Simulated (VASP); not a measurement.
Set up this calculation in VASP 6.6.1, as the native input.

| Property | Result |
| --- | --- |
| Task | single point |
| Functional | r2SCAN |
| Potentials or basis | VASP PAW PBE potentials, release 64 (Mg, Si) |
| Cutoff | 660 eV |
| k mesh | 6 × 6 × 6 |
| Occupations | gaussian, width 0.01 eV |
| Spin | no spin polarisation |
| Dipole correction | no |
| Further INCAR settings | ALGO = Normal; EDIFF = 1e-06; NBANDS = 11 |

Mg2Si:

```
Mg Si
1.0
     0.00000    3.13696    3.13696
     3.13696    0.00000    3.13696
     3.13696    3.13696    0.00000
Mg Si
2 1
Direct
  0.25000 0.25000 0.25000
  0.75000 0.75000 0.75000
  0.00000 0.00000 0.00000
```

One way to write it, as run:

POSCAR

```
Mg2Si
1.0
    0.0000000000      3.1369585574      3.1369585574
    3.1369585574      0.0000000000      3.1369585574
    3.1369585574      3.1369585574      0.0000000000
Mg Si
2 1
Direct
    0.2500000000      0.2500000000      0.2500000000
    0.7500000000      0.7500000000      0.7500000000
    0.0000000000      0.0000000000      0.0000000000
```

INCAR.step1

```
SYSTEM = Mg2Si
PREC = Accurate
ENCUT = 660
ISMEAR = 0
SIGMA = 0.01
LREAL = .False.
LASPH = .True.
NELM = 120
NBANDS = 11
GGA = PE
ALGO = Normal
EDIFF = 1E-5
LWAVE = .True.
LCHARG = .False.
GGA_COMPAT = .False.
```

INCAR.step2

```
SYSTEM = Mg2Si
PREC = Accurate
ENCUT = 660
EDIFF = 1E-6
ISMEAR = 0
SIGMA = 0.01
LREAL = .False.
LASPH = .True.
NELM = 120
ALGO = Normal
ISIF = 2
LWAVE = .False.
LCHARG = .True.
METAGGA = R2SCAN
LMIXTAU = .True.
LELF = .True.
LVHAR = .True.
NBANDS = 11
ISTART = 1
GGA_COMPAT = .False.
```

KPOINTS

```
Automatic mesh
0
Gamma
  6 6 6
  0 0 0
```

Potentials or basis: VASP PAW PBE potentials, release 64 (Mg, Si).

Command:

```sh
$ cat potpaw_PBE.64/Mg/POTCAR potpaw_PBE.64/Si/POTCAR > POTCAR
$ cp INCAR.step1 INCAR
$ mpirun -np 1 vasp_std > vasp.out
$ cp INCAR.step2 INCAR
$ mpirun -np 1 vasp_std > vasp.out
```

Results of the run:

* Pressure: 1.6 GPa
* Band gap on the k mesh: 0.41 eV (least direct gap 2.49 eV)

Caveat: semilocal functionals underestimate gaps, and a narrow one can read as zero; the PAW data sets were made with another functional, which shifts forces and pressure a little.

It took 2.5 min on 1 thread of Intel Xeon 8259CL (shared host), peak memory 0.25 GiB.
